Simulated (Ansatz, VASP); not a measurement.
# I: VASP beside Ansatz

```
I
1.0
     2.36761   -3.68319   -0.16216
     2.36761    3.68319   -0.16216
    -1.66509    0.00000    2.39538
I
1
Cartesian
  1.5351 0.0000 1.0355
```

Alike in both runs: functional PBEsol; k mesh 12 × 12 × 18; occupations gaussian, width 0.1 eV; no spin polarisation.

Ansatz relaxed the structure, and its values are those at the end. VASP's run is a single point on that final structure, the one shown.

|  | VASP | Ansatz |
| --- | --- | --- |
| version | VASP 6.6.1 | Ansatz 0.2.0 |
| potentials or method | VASP PAW PBE potentials, release 64 (I), cutoff 520 eV | scalar-relativistic, plane waves, PAW |
| valence electrons in the cell | 7 | 17 |

|  | VASP | Ansatz | Ansatz less VASP |
| --- | --- | --- | --- |
| gap on the k mesh at the Fermi level (eV) | none | none | - |
| pressure (GPa) | 0.0 | 0.0 | +0.01 |

VASP's potentials were made for PBE, not for PBEsol. A gap of «none» marks a metal or a gap that the smearing closes. VASP's potentials hold 7 valence electrons a cell and Ansatz's 17, so a difference there can come from the potentials and not from the codes.

Spin-orbit coupling is off throughout.
